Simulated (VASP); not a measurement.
Here is a VASP 6.6.1 calculation.

INCAR

```
  PREC = Accurate
  ENCUT = 520
  EDIFF = 1E-7
  ISMEAR = 0
  SIGMA = 0.15
  LREAL = False
  LASPH = True
  NELM = 100
  ALGO = Normal
  ISIF = 2
  LWAVE = False
  LCHARG = False
  NBANDS = 8
```

The input KPOINTS:

```
Automatic mesh
0
Gamma
  24 24 24
```

Contents of POSCAR:

```
Si
1.0
    2.7389159986      0.0000000000      0.0000000000
   -1.3694579993      2.3719708336      0.0000000000
    0.0000000000      0.0000000000      2.3472231457
Si
1
Direct
    0.0000000000      0.0000000000      0.0000000000
```

Potentials or basis: VASP PAW LDA potentials, release 64 (Si).

Command:

```console
$ cat potpaw_LDA.64/Si/POTCAR > POTCAR
$ mpirun -np 1 vasp_std > vasp.out
```

Estimate the pressure.

-2.4 GPa.

What does it give for the band gap on the k mesh?

Zero (band 2 reaches 17.20 eV, above the bottom of band 3 at 4.57 eV).

Stress tensor (GPa, compression positive):
```
-9.57  0.00  0.00
 0.00 -9.57  0.00
 0.00  0.00 11.84
```

Caveat: the cell differs from its parent crystal (strain +0.050 along x and y, -0.050 along z).
